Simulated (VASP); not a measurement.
Sr3HfW:

```xyz
5
Lattice="5.0949 0.0000 0.0000 0.0000 5.0949 0.0000 0.0000 0.0000 5.0949" Properties=species:S:1:pos:R:3 pbc="T T T"
Sr    2.5474    0.0000    0.0000
Sr    0.0000    2.5474    0.0000
Sr    0.0000    0.0000    2.5474
Hf    2.5474    2.5474    2.5474
W     0.0000    0.0000    0.0000
```

The cell was generated, and may not be a known phase.

| Quantity | Value |
| --- | --- |
| Program | VASP 6.6.1 |
| Task | relaxation of cell and atoms |
| Functional | PBE |
| Potentials or basis | VASP PAW PBE potentials, release 64 (Sr_sv, Hf_pv, W_sv) |
| Cutoff | 600 eV |
| k mesh | 4 × 4 × 4 |
| Occupations | gaussian, width 0.1 eV |
| Spin | no spin polarisation |

At the start: pressure 20.6 GPa; volume 26.45 Å³/atom.

Q: Where does the relaxation end?

A: Over 5 steps the energy falls by 561.5 meV/atom and the volume is 38.77 Å³/atom (+46.6 %); space group Pm-3m (No. 221, to 0.1 Å) before and after.

The path:
```
step  energy change (eV)  largest force (eV/Å)  pressure (GPa)  volume (Å³)
   1              0.0000                0.0000           20.60       132.25
   2             -2.5039                0.0000           -1.21       208.62
   3             -2.7941                0.0000            0.79       188.22
   4             -2.8060                0.0000           -0.24       195.65
   5             -2.8073                0.0000            0.00       193.86
```

Final structure:
```xyz
5
Lattice="5.7875 0.0000 0.0000 0.0000 5.7875 0.0000 0.0000 0.0000 5.7875" Properties=species:S:1:pos:R:3 pbc="T T T"
Sr    2.8938    0.0000    0.0000
Sr    0.0000    2.8938    0.0000
Sr    0.0000    0.0000    2.8938
Hf    2.8938    2.8938    2.8938
W     0.0000    0.0000    0.0000
```

Caveat: the volume moved by over 15 % at a fixed basis, so the end points are rough.
